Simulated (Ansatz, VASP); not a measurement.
**One calculation of W, two programs**

Contents of INCAR:

```
SYSTEM = W
PREC     = Accurate       ! precision mode
ENCUT    = 520            ! plane-wave cutoff, eV
EDIFF    = 1E-6           ! SCF threshold, eV
ISMEAR   = 0              ! smearing method
SIGMA    = 0.1            ! smearing width, eV
LREAL    = .False.        ! projectors in reciprocal space
LASPH    = .True.         ! aspherical terms in the spheres
NELM     = 80             ! most SCF steps
ALGO     = Fast           ! electronic algorithm
ISIF     = 2              ! what is computed and relaxed
LWAVE    = .False.        ! write WAVECAR
LCHARG   = .False.        ! write CHGCAR
GGA      = PE             ! functional
NBANDS   = 21             ! bands
```

KPOINTS

```
Automatic mesh
0
Gamma
  16 16 16
  0 0 0
```

POSCAR

```
W
1.0
    3.1517275226      0.0000000000      0.0000000000
    0.0000000000      3.1517275226      0.0000000000
    0.0000000000      0.0000000000      3.1517275226
W
2
Direct
    0.0000000000      0.0000000000      0.0000000000
    0.5000000000      0.5000000000      0.5000000000
```

Input for Ansatz:

```yaml
crystal:
  lattice:
    - [3.1517275226, 0.0, 0.0]
    - [0.0, 3.1517275226, 0.0]
    - [0.0, 0.0, 3.1517275226]
  atoms:
    - { symbol: W, position: [0.0, 0.0, 0.0] }
    - { symbol: W, position: [0.5, 0.5, 0.5] }
basis:
  ecutwfc: 420
kpoints:
  mp_grid: { grid: [16, 16, 16] }
hamiltonian:
  xc: pbe
scf:
  occupations: { method: gaussian, width: 0.1 }
output:
  forces: true
  stress: true
  eigenvalues: true
```

Change from the starting cell: equal strain along all axes, cell held, atoms relaxed: -1.0 %.

Alike in both runs: task single point; functional PBE; k mesh 16 × 16 × 16; occupations gaussian, width 0.1 eV; no spin polarisation.

|  | VASP | Ansatz |
| --- | --- | --- |
| version | VASP 6.6.1 | Ansatz 0.2.0 |
| potentials or method | VASP PAW PBE potentials, release 64 (W_sv), cutoff 520 eV | scalar-relativistic, plane waves, PAW |
| valence electrons in the cell | 28 | 28 |

```csv
,VASP,Ansatz,Ansatz less VASP
gap on the k mesh at the Fermi level (eV),none,none,-
pressure (GPa),10.4,9.8,-0.67
```

A gap of «none» marks a metal or a gap that the smearing closes.

Spin-orbit coupling is off throughout.
